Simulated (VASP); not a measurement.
# Cd (Fd-3m) in VASP: further runs

Runs on Cd. Level: LDA. Tasks: relaxation of cell and atoms.

Program: VASP 6.6.1. These are calculated values, not measurements. Logs are shortened: lines on timing, memory, paths and dates and some standing lists are left out, and cuts for length are marked.

## Step 1: The cell of the first run

The structure is cubic, space group Fd-3m (No. 227). Conventional cell: a = 6.080 Å, b = 6.080 Å, c = 6.080 Å, α = 90.00°, β = 90.00°, γ = 90.00°. Within 3.5 Å of Cd (site symmetry -43m) lie 4 Cd at 2.63 Å.

This isn't the form of Cd at room conditions, which is hcp.

## Step 2: Relaxation of cell and atoms, LDA

INCAR reads:

```
PREC = Accurate ; ENCUT = 600
EDIFF = 1E-6 ; ISMEAR = 0
SIGMA = 0.05 ; LREAL = F
LASPH = T ; NELM = 80
ALGO = Normal ; ISIF = 3
LWAVE = F ; LCHARG = F
GGA = CA ; IBRION = 2
NSW = 80 ; EDIFFG = -0.03
```

KPOINTS reads:

```
Automatic mesh
0
Gamma
  6 6 6
```

POSCAR reads:

```
Cd
1.0
    0.0000000000      3.0400000000      3.0400000000
    3.0400000000      0.0000000000      3.0400000000
    3.0400000000      3.0400000000      0.0000000000
Cd
2
Direct
    0.0000000000      0.0000000000      0.0000000000
    0.2500000000      0.2500000000      0.2500000000
```

Potentials or basis: VASP PAW LDA potentials, release 64 (Cd).

Command:

```sh
cat potpaw_LDA.64/Cd/POTCAR > POTCAR
mpirun -np 1 vasp_std > vasp.out
```

OUTCAR:

```text
PREC = Accurate
   ENCUT = 600
   EDIFF = 1E-6
   ISMEAR = 0
   LREAL = F
   LASPH = T
   NELM = 80
   ISIF = 3
   GGA = CA
   IBRION = 2
   NSW = 80
   EDIFFG = -0.03

 ion  position               nearest neighbor table
   1  0.000  0.000  0.000-   2 2.63   2 2.63   2 2.63   2 2.63
   2  0.250  0.250  0.250-   1 2.63   1 2.63   1 2.63   1 2.63

  LATTYP: Found a face centered cubic cell.
 ALAT       =     6.0800000000

  Lattice vectors:

 A1 = (   0.0000000000,   3.0400000000,   3.0400000000)
 A2 = (   3.0400000000,   0.0000000000,   3.0400000000)
 A3 = (   3.0400000000,   3.0400000000,   0.0000000000)

Analysis of symmetry for initial positions (statically):
=====================================================================
 Subroutine PRICEL returns:
 Original cell was already a primitive cell.

 Routine SETGRP: Setting up the symmetry group for a
 face centered cubic supercell.

 Subroutine GETGRP returns: Found 48 space group operations
 (whereof 24 operations were pure point group operations)
 out of a pool of 48 trial point group operations.

The static configuration has the point symmetry T_d .
 The point group associated with its full space group is O_h .

Analysis of symmetry for dynamics (positions and initial velocities):
=====================================================================
 Subroutine PRICEL returns:
 Original cell was already a primitive cell.

 Routine SETGRP: Setting up the symmetry group for a
 face centered cubic supercell.

 Subroutine GETGRP returns: Found 48 space group operations
 (whereof 24 operations were pure point group operations)
 out of a pool of 48 trial point group operations.

The dynamic configuration has the point symmetry T_d .
 The point group associated with its full space group is O_h .

 Subroutine INISYM returns: Found 48 space group operations
 (whereof 24 operations are pure point group operations),
 and found     1 'primitive' translations

----------------------------------------------------------------------------------------

                                     Primitive cell

  volume of cell :      56.1889

  direct lattice vectors                    reciprocal lattice vectors
     0.000000000  3.040000000  3.040000000    -0.164473684  0.164473684  0.164473684
     3.040000000  0.000000000  3.040000000     0.164473684 -0.164473684  0.164473684
     3.040000000  3.040000000  0.000000000     0.164473684  0.164473684 -0.164473684

[... 63 lines left out ...]
   NGXF,Y,Z  is equivalent  to a cutoff of  27.84, 27.84, 27.84 a.u.
 SYSTEM =  unknown system
   PREC   = accura    normal or accurate (medium, high low for compatibility)
   ISTART =      0    job   : 0-new  1-cont  2-samecut
   ICHARG =      2    charge: 1-file 2-atom 10-const
   ISPIN  =      1    spin polarized calculation?
   LNONCOLLINEAR =      F non collinear calculations
   LSORBIT =      F    spin-orbit coupling
   LASPH  =      T    aspherical Exc in radial PAW
   ENCUT  =  600.0 eV  44.10 Ry    6.64 a.u.   8.59  8.59  8.59*2*pi/ulx,y,z
   NELM   =     80;   NELMIN=  2; NELMDL= -5     # of ELM steps
   EDIFF  = 0.1E-05   stopping-criterion for ELM
   LREAL  =      F    real-space projection
   EDIFFG = -.3E-01   stopping-criterion for IOM
   NSW    =     80    number of steps for IOM
   IBRION =      2    ionic relax: 0-MD 1-quasi-New 2-CG
   NFREE  =      1    steps in history (QN), initial steepest desc. (CG)
   ISIF   =      3    stress and relaxation
   ISYM   =      2    0-nonsym 1-usesym 2-fastsym
   POTIM  = 0.5000    time-step for ionic-motion
   TEBEG  =    0.0;   TEEND  =   0.0 temperature during run
   PSTRESS=    0.0 pullay stress
   NELECT =      24.0000    total number of electrons
   NUPDOWN=      -1.0000    fix difference up-down
   EMIN   =  10.00;   EMAX   =-10.00  energy-range for DOS
   EFERMI =   0.00;   METHOD = LEGACY
   ISMEAR =     0;   SIGMA  =   0.05  broadening in eV -4-tet -1-fermi 0-gaus
   EFERMI_NEDOS =   21; number of points for ismear=-14 and -15
   IALGO  =     38    algorithm
   IMIX   =      4    mixing-type and parameters
     AMIX     =   0.40;   BMIX     =  1.00
     AMIX_MAG =   1.60;   BMIX_MAG =  1.00
  volume/ion in A,a.u.               =      28.09       189.59
  Fermi-wavevector in a.u.,A,eV,Ry     =   1.232901  2.329846 20.681478  1.520046
  Thomas-Fermi vector in A             =   2.367653
   LORBIT       =      0    0 simple, 1 ext, 2 COOP (PROOUT), +10 PAW based schemes
   GGA     = CA    functional components
   LHFCALC =     F    Hartree Fock is set to
   AEXX    =    0.0000 exact exchange contribution
   IVDW    =     0    specifies the selected vdW correction
   LEPSILON=     F    determine dielectric tensor
   LRPA    =     F    only Hartree local field effects (RPA)
 conjugate gradient relaxation of ions
 non-spin polarized calculation
 Gauss-broadening in eV      SIGMA  =   0.05
  energy-cutoff  :      600.00
  volume of cell :       56.19
 maximum number of plane-waves:      1895
 NGX is ok and might be reduce to    36
   NGX = 17   NGY = 17   NGZ = 17

--------------------------------------- Ionic step        1  -------------------------------------------

 number of electron      23.9999999 magnetization

 Free energy of the ion-electron system (eV)
  ---------------------------------------------------
  ext. energy  EPLUGINS =         0.00000000
  ---------------------------------------------------
  free energy    TOTEN  =        -1.85984262 eV

  energy without entropy =       -1.85569754  energy(sigma->0) =       -1.85777008

------------------------ aborting loop because EDIFF is reached ----------------------------------------

  FORCE on cell =-STRESS in cart. coord.  units (eV):
  Direction    XX          YY          ZZ          XY          YZ          ZX
  --------------------------------------------------------------------------------------
  -------------------------------------------------------------------------------------
  Total        1.8774793      1.8774793      1.8774793     -0.0000000     -0.0000000     -0.0000000
  in kB       53.5346527     53.5346527     53.5346527     -0.0000000     -0.0000000     -0.0000000
  external PRESSURE =      53.5346527 kB  Pullay stress =       0.0000000 kB
[... 59 lines left out ...]
--------------------------------------- Ionic step        3  -------------------------------------------

 number of electron      23.9999999 magnetization

 Free energy of the ion-electron system (eV)
  ---------------------------------------------------
  ext. energy  EPLUGINS =         0.00000000
  ---------------------------------------------------
  free energy    TOTEN  =        -1.98652858 eV

  energy without entropy =       -1.98335068  energy(sigma->0) =       -1.98493963

 E-fermi :   0.3436     XC(G=0):  -9.0824

 val. band max:        0.3313153508   @ k =   0.3333   0.1667   0.0000
 cond. band min:       0.4994577847   @ k =  -0.3333   0.5000   0.1667
 fundamental gap:      0.1681424339
 Fermi energy:         0.3436092621

 k-point     1 :       0.0000    0.0000    0.0000
  band No.  band energies     occupation
      1      -8.9616      2.00000
      2      -8.9616      2.00000
      3      -8.9616      2.00000
      4      -8.8969      2.00000
      5      -8.8969      2.00000
      6      -8.0601      2.00000
[... 322 lines left out ...]
  FREE ENERGIE OF THE ION-ELECTRON SYSTEM (eV)
  ---------------------------------------------------
  free  energy   TOTEN  =        -1.9865285842 eV

  energy  without entropy=       -1.9833506835  energy(sigma->0) =       -1.98493963

 reached required accuracy - stopping structural energy minimisation
```

CONTCAR:

```text
Cd
   1.00000000000000
     0.0000000000000000    3.1911090889092861    3.1911090889092861
     3.1911090889092861    0.0000000000000000    3.1911090889092861
     3.1911090889092861    3.1911090889092861   -0.0000000000000000
  Cd
     2
Direct
     0.0000000000000000    0.0000000000000000    0.0000000000000000
     0.2500000000000000    0.2500000000000000    0.2500000000000000

  0.00000000E+00  0.00000000E+00  0.00000000E+00
  0.00000000E+00  0.00000000E+00  0.00000000E+00
```

It took 63 s on 1 thread of Intel Xeon 8259CL, shared host; peak memory 0.18 GiB.

Results:

```
Free energy                           : -1.9865 eV
Relaxed volume                        : 32.50 Å³/atom
Relaxed cell                          : a = 4.513 Å, b = 4.513 Å, c = 4.513 Å, α = 60.00°, β = 60.00°, γ = 60.00°
Space group after relaxing (to 0.1 Å) : Fd-3m (No. 227)
Energy gained by relaxing             : 63.3 meV/atom
Ionic steps                           : 3
Pressure after relaxing               : 0.0 GPa
Band gap on the k mesh                : zero (bands 12 and 13 overlap by 5.41 eV)
```

Step by step:
```tsv
step	energy change (eV)	largest force (eV/Å)	pressure (GPa)	volume (Å³)
1	0.0000	0.0000	5.35	56.19
2	-0.1259	0.0000	0.31	64.17
3	-0.1267	0.0000	-0.03	64.99
```

Final structure:
```
Cd
1.0
     0.00000    3.19111    3.19111
     3.19111    0.00000    3.19111
     3.19111    3.19111    0.00000
Cd
2
Direct
  0.00000 0.00000 0.00000
  0.25000 0.25000 0.25000
```

Caveat: the volume moved by over 15 % at a fixed basis, so the end points are rough.

## Step 3: Relaxation of cell and atoms, LDA, target pressure 15 GPa, at which the enthalpy is minimised

INCAR reads:

```
PREC     = Accurate       # precision mode
ENCUT    = 600            # plane-wave cutoff, eV
EDIFF    = 1E-7           # SCF threshold, eV
ISMEAR   = 0              # smearing method
SIGMA    = 0.05           # smearing width, eV
LREAL    = F              # projectors in reciprocal space
LASPH    = T              # aspherical terms in the spheres
NELM     = 60             # most SCF steps
ALGO     = Normal         # electronic algorithm
ISIF     = 3              # what is computed and relaxed
LWAVE    = F              # write WAVECAR
LCHARG   = F              # write CHGCAR
IBRION   = 2              # ionic algorithm
NSW      = 80             # ionic steps
EDIFFG   = -0.03          # ionic threshold
PSTRESS  = 150.0
```

KPOINTS is that of step 2.

POSCAR is that of step 2.

Potentials or basis: VASP PAW LDA potentials, release 64 (Cd).

Command:

```sh
cat potpaw_LDA.64/Cd/POTCAR > POTCAR
mpirun -np 1 vasp_std > vasp.out
```

Wall time 81 s (1 thread of Intel Xeon 8259CL, shared host); peak memory 0.19 GiB.

Results (log left out):

```yaml
Free_energy: -1.4594 eV
Relaxed_volume: 24.70 Å³/atom
Relaxed_cell: a = 4.119 Å, b = 4.119 Å, c = 4.119 Å, α = 60.00°, β = 60.00°, γ = 60.00°
Space_group_after_relaxing_to_0.1_Å: Fd-3m (No. 227)
Energy_change_on_relaxing_the_run_minimises_the_enthalpy: +200.2 meV/atom
Ionic_steps: 4
Pressure_after_relaxing: 15.0 GPa
Band_gap_on_the_k_mesh: zero (bands 12 and 13 overlap by 7.35 eV)
```

The path:
| step | energy change (eV) | largest force (eV/Å) | pressure (GPa) | volume (Å³) |
| --- | --- | --- | --- | --- |
| 1 | 0.0000 | 0.0000 | 5.35 | 56.19 |
| 2 | 1.2280 | 0.0000 | 31.75 | 43.53 |
| 3 | 0.3886 | 0.0000 | 14.78 | 49.54 |
| 4 | 0.4005 | 0.0000 | 15.05 | 49.41 |

Final structure:
```
Cd
1.0
     0.00000    2.91247    2.91247
     2.91247    0.00000    2.91247
     2.91247    2.91247    0.00000
Cd
2
Cartesian
  0.0000 2.9125 2.9125
  1.4562 1.4562 1.4562
```

Levels at points of the mesh, in eV from the Fermi level:
```csv
k point,band 8,band 9,band 10,band 11,band 12,band 13,band 14,band 15,band 16
"(0.00, 0.00, 0.00)",-8.66,-8.29,-8.18,-8.18,6.37,6.37,6.37,7.30,7.30
"(0.50, 0.00, 0.00)",-8.62,-8.18,-8.18,-4.65,-3.53,3.81,3.81,7.24,7.93
"(0.50, 0.50, 0.00)",-8.84,-8.07,-8.07,-3.13,-3.13,0.97,0.97,4.92,4.92
```

Caveat: the cell is relaxed towards a set pressure, so the run minimises the enthalpy, not the energy.

## Step 4: Relaxation of cell and atoms, LDA, target pressure 30 GPa, at which the enthalpy is minimised

INCAR reads:

```
PREC     = Accurate       # precision mode
ENCUT    = 600            # plane-wave cutoff, eV
EDIFF    = 1E-7           # SCF threshold, eV
ISMEAR   = 0              # smearing method
SIGMA    = 0.05           # smearing width, eV
LREAL    = False          # projectors in reciprocal space
LASPH    = True           # aspherical terms in the spheres
NELM     = 60             # most SCF steps
ALGO     = Normal         # electronic algorithm
ISIF     = 3              # what is computed and relaxed
LWAVE    = False          # write WAVECAR
LCHARG   = False          # write CHGCAR
IBRION   = 2              # ionic algorithm
NSW      = 80             # ionic steps
EDIFFG   = -0.03          # ionic threshold
PSTRESS  = 300.0
```

KPOINTS is that of step 3.

POSCAR is that of step 3.

Potentials or basis: VASP PAW LDA potentials, release 64 (Cd).

Command:

```sh
cat potpaw_LDA.64/Cd/POTCAR > POTCAR
mpirun -np 1 vasp_std > vasp.out
```

OUTCAR:

```text
PREC = Accurate
   ENCUT = 600
   EDIFF = 1E-7
   ISMEAR = 0
   LREAL = False
   LASPH = True
   NELM = 60
   ISIF = 3
   IBRION = 2
   NSW = 80
   EDIFFG = -0.03
   PSTRESS = 300.0

 ion  position               nearest neighbor table
   1  0.000  0.000  0.000-   2 2.63   2 2.63   2 2.63   2 2.63
   2  0.250  0.250  0.250-   1 2.63   1 2.63   1 2.63   1 2.63

  LATTYP: Found a face centered cubic cell.
 ALAT       =     6.0800000000

  Lattice vectors:

 A1 = (   0.0000000000,   3.0400000000,   3.0400000000)
 A2 = (   3.0400000000,   0.0000000000,   3.0400000000)
 A3 = (   3.0400000000,   3.0400000000,   0.0000000000)

Analysis of symmetry for initial positions (statically):
=====================================================================
 Subroutine PRICEL returns:
 Original cell was already a primitive cell.

 Routine SETGRP: Setting up the symmetry group for a
 face centered cubic supercell.

 Subroutine GETGRP returns: Found 48 space group operations
 (whereof 24 operations were pure point group operations)
 out of a pool of 48 trial point group operations.

The static configuration has the point symmetry T_d .
 The point group associated with its full space group is O_h .

Analysis of symmetry for dynamics (positions and initial velocities):
=====================================================================
[... 122 lines left out ...]
     AMIX_MAG =   1.60;   BMIX_MAG =  1.00
  volume/ion in A,a.u.               =      28.09       189.59
  Fermi-wavevector in a.u.,A,eV,Ry     =   1.232901  2.329846 20.681478  1.520046
  Thomas-Fermi vector in A             =   2.367653
   LORBIT       =      0    0 simple, 1 ext, 2 COOP (PROOUT), +10 PAW based schemes
   GGA     = CA    functional components
   LHFCALC =     F    Hartree Fock is set to
   AEXX    =    0.0000 exact exchange contribution
   IVDW    =     0    specifies the selected vdW correction
   LEPSILON=     F    determine dielectric tensor
   LRPA    =     F    only Hartree local field effects (RPA)
 conjugate gradient relaxation of ions
 non-spin polarized calculation
 Gauss-broadening in eV      SIGMA  =   0.05
  energy-cutoff  :      600.00
  volume of cell :       56.19
 maximum number of plane-waves:      1895
 NGX is ok and might be reduce to    36
   NGX = 17   NGY = 17   NGZ = 17

--------------------------------------- Ionic step        1  -------------------------------------------

 number of electron      23.9999999 magnetization

 Free energy of the ion-electron system (eV)
  ---------------------------------------------------
  ext. energy  EPLUGINS =         0.00000000
  ---------------------------------------------------
  free energy    TOTEN  =        -1.85984262 eV

  energy without entropy =       -1.85569754  energy(sigma->0) =       -1.85777008

 E-fermi :   1.0663     XC(G=0):  -9.7665

 val. band max:        1.0579755130   @ k =  -0.3333   0.5000   0.1667
 cond. band min:       1.1244354183   @ k =   0.5000   0.3333   0.0000
 fundamental gap:      0.0664599053
 Fermi energy:         1.0663022524
[... 764 lines left out ...]
--------------------------------------- Ionic step        5  -------------------------------------------

 number of electron      23.9999996 magnetization

 Free energy of the ion-electron system (eV)
  ---------------------------------------------------
  ext. energy  EPLUGINS =         0.00000000
  ---------------------------------------------------
  free energy    TOTEN  =        -0.72121242 eV

  energy without entropy =       -0.71501938  energy(sigma->0) =       -0.71811590

 E-fermi :   2.4640     XC(G=0): -10.9945

 val. band max:        2.3244768035   @ k =  -0.3333   0.5000   0.1667
 cond. band min:       2.4695489268   @ k =  -0.3333   0.3333   0.1667
 fundamental gap:      0.1450721233
 Fermi energy:         2.4640041266
[... 335 lines left out ...]
  energy  without entropy=       -0.7150193820  energy(sigma->0) =       -0.71811590

  enthalpy is  TOTEN    =         7.5155442369 eV   P V=        8.2367566537

 reached required accuracy - stopping structural energy minimisation
```

OSZICAR:

```text
N       E                     dE             d eps       ncg     rms          rms(c)
DAV:   1     0.186026359658E+03    0.18603E+03   -0.14262E+04   512   0.163E+03
DAV:   2     0.228936472017E+01   -0.18374E+03   -0.17857E+03   512   0.385E+02
DAV:   3    -0.199180054359E+01   -0.42812E+01   -0.42760E+01   600   0.705E+01
[... 48 lines left out ...]
DAV:   3    -0.721956126395E+00    0.40193E-02   -0.95322E-03   608   0.119E+00    0.437E-01
DAV:   4    -0.721214162062E+00    0.74196E-03   -0.91537E-04   536   0.301E-01    0.542E-02
DAV:   5    -0.721209986562E+00    0.41755E-05   -0.43658E-05   544   0.789E-02    0.209E-02
DAV:   6    -0.721212479777E+00   -0.24932E-05   -0.23793E-06   536   0.159E-02    0.445E-03
DAV:   7    -0.721212416813E+00    0.62965E-07   -0.15207E-07   376   0.344E-03
   5 F= 0.75155442E+01 E0= 0.75186408E+01  d E =-.114572E+01
```

CONTCAR:

```text
Cd
   1.00000000000000
    -0.0000000000000000    2.8018089772418189    2.8018089772418189
     2.8018089772418189   -0.0000000000000000    2.8018089772418189
     2.8018089772418189    2.8018089772418189   -0.0000000000000000
  Cd
     2
Direct
     0.0000000000000000    0.0000000000000000    0.0000000000000000
     0.2500000000000000    0.2500000000000000    0.2500000000000000

  0.00000000E+00  0.00000000E+00  0.00000000E+00
  0.00000000E+00  0.00000000E+00  0.00000000E+00
```

Run time: 1.8 min. Hardware: 1 thread of Intel Xeon 8259CL, shared host; peak memory 0.18 GiB.

What came out:

| Item | Value |
| --- | --- |
| Free energy | -0.7212 eV |
| Relaxed volume | 21.99 Å³/atom |
| Relaxed cell | a = 3.962 Å, b = 3.962 Å, c = 3.962 Å, α = 60.00°, β = 60.00°, γ = 60.00° |
| Space group after relaxing (to 0.1 Å) | Fd-3m (No. 227) |
| Energy change on relaxing (the run minimises the enthalpy) | +569.3 meV/atom |
| Ionic steps | 5 |
| Pressure after relaxing | 30.0 GPa |
| Band gap on the k mesh | zero (bands 12 and 13 overlap by 8.32 eV) |

The path:
| step | energy change (eV) | largest force (eV/Å) | pressure (GPa) | volume (Å³) |
| --- | --- | --- | --- | --- |
| 1 | 0.0000 | 0.0000 | 5.35 | 56.19 |
| 2 | 10.7190 | 0.0000 | 226.56 | 27.86 |
| 3 | 0.8957 | 0.0000 | 25.26 | 45.40 |
| 4 | 1.0229 | 0.0000 | 27.77 | 44.63 |
| 5 | 1.1386 | 0.0000 | 30.02 | 43.99 |

Final structure:
```xyz
2
Lattice="0.0000 2.8018 2.8018 2.8018 0.0000 2.8018 2.8018 2.8018 0.0000" Properties=species:S:1:pos:R:3 pbc="T T T"
Cd    0.0000    0.0000    0.0000
Cd    1.4009    1.4009    1.4009
```

Caveat: the cell is relaxed towards a set pressure, so the run minimises the enthalpy, not the energy; the volume moved by over 15 % at a fixed basis, so the end points are rough.

(Part 1 of 2 ends here.)

The gap in the log of VASP goes by the Fermi energy; the results here count the filled bands.